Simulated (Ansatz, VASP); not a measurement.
**Two plane-wave programs on Nb**

Contents of POSCAR:

```
Nb
1.0
   -1.5340375026      1.5340375026      1.5340375026
    1.5340375026     -1.5340375026      1.5340375026
    1.5340375026      1.5340375026     -1.5340375026
Nb
1
Direct
    0.0000000000      0.0000000000      0.0000000000
```

INCAR.step1

```
PREC = Accurate ; ENCUT = 520
ISMEAR = -1 ; SIGMA = 0.1
LREAL = F ; LASPH = T
NELM = 80 ; NBANDS = 12
GGA = PE ; ALGO = Normal
EDIFF = 1E-4 ; LWAVE = T
LCHARG = F
```

INCAR.step2

```
PREC = Accurate ; ENCUT = 520
EDIFF = 1E-7 ; ISMEAR = -1
SIGMA = 0.1 ; LREAL = F
LASPH = T ; NELM = 80
ALGO = Normal ; ISIF = 2
LWAVE = F ; LCHARG = F
METAGGA = R2SCAN ; LMIXTAU = T
NBANDS = 12 ; ISTART = 1
```

The input KPOINTS:

```
regular mesh
0
Gamma
  18 18 18
```

Input for Ansatz:

```yaml
crystal:
  lattice:
    - [-1.5340375026, 1.5340375026, 1.5340375026]
    - [1.5340375026, -1.5340375026, 1.5340375026]
    - [1.5340375026, 1.5340375026, -1.5340375026]
  atoms:
    - { symbol: Nb, position: [0.0, 0.0, 0.0] }
kpoints:
  mp_grid: { grid: [18, 18, 18] }
scf:
  occupations: { method: fermi_dirac, width: 0.1 }
hamiltonian:
  xc: r2scan
  pseudopotentials: { kind: paw }
output:
  forces: true
  stress: true
  eigenvalues: true
  populations: true
```

Change from the starting cell: volume scaled by 0.8, PAW files.

Alike in both runs: task single point; functional r2SCAN; k mesh 18 × 18 × 18; occupations fermi-dirac, width 0.1 eV; no spin polarisation.

|  | VASP | Ansatz |
| --- | --- | --- |
| version | VASP 6.6.1 | Ansatz 0.2.0 |
| potentials or method | VASP PAW PBE potentials, release 64 (Nb_sv) | PAW with Ansatz's default frozen-core files, scalar-relativistic |
| plane-wave cutoff (eV) | 520 | 500 |
| valence electrons in the cell | 13 | 13 |

```tsv
	VASP	Ansatz	Ansatz less VASP
pressure (GPa)	56.9	56.9	+0.08
```

VASP's potentials were made for PBE, not for r2SCAN. Both programs put the cell under a high pressure, so it lies far from rest at this level.
